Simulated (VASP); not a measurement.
Input of a VASP 6.6.1 run:

The input INCAR:

```
PREC = Accurate ; ENCUT = 520
EDIFF = 1E-6 ; ISMEAR = 0
SIGMA = 0.1 ; LREAL = F
LASPH = T ; NELM = 60
ALGO = Fast ; ISIF = 2
LWAVE = F ; LCHARG = F
GGA = PE ; NBANDS = 16
```

The input KPOINTS:

```
regular mesh
0
Gamma
  8 8 6
```

Contents of POSCAR:

```
Cs
1.0
    5.5192519631      0.0000000000      0.0000000000
    0.0000000000      5.5192519631      0.0000000000
    0.0000000000      0.0000000000      7.8837475839
Cs
2
Direct
    0.0000000000      0.0000000000      0.0000000000
    0.5000000000      0.5000000000      0.5000000000
```

Potentials or basis: VASP PAW PBE potentials, release 64 (Cs_sv).

The run is started by

```bash
$ cat potpaw_PBE.64/Cs_sv/POTCAR > POTCAR
$ mpirun -np 1 vasp_std > vasp.out
```

**Question.** Predict the band gap on the k mesh.

**Answer.** Zero (bands 9 and 10 overlap by 1.63 eV).

**Question.** What does it give for the pressure?

**Answer.** 0.0 GPa.

Caveat: the cell differs from its parent crystal (biaxial strain in the a-b plane: +2.0 %); spin-orbit coupling is left out, which moves the levels of the heavy elements.
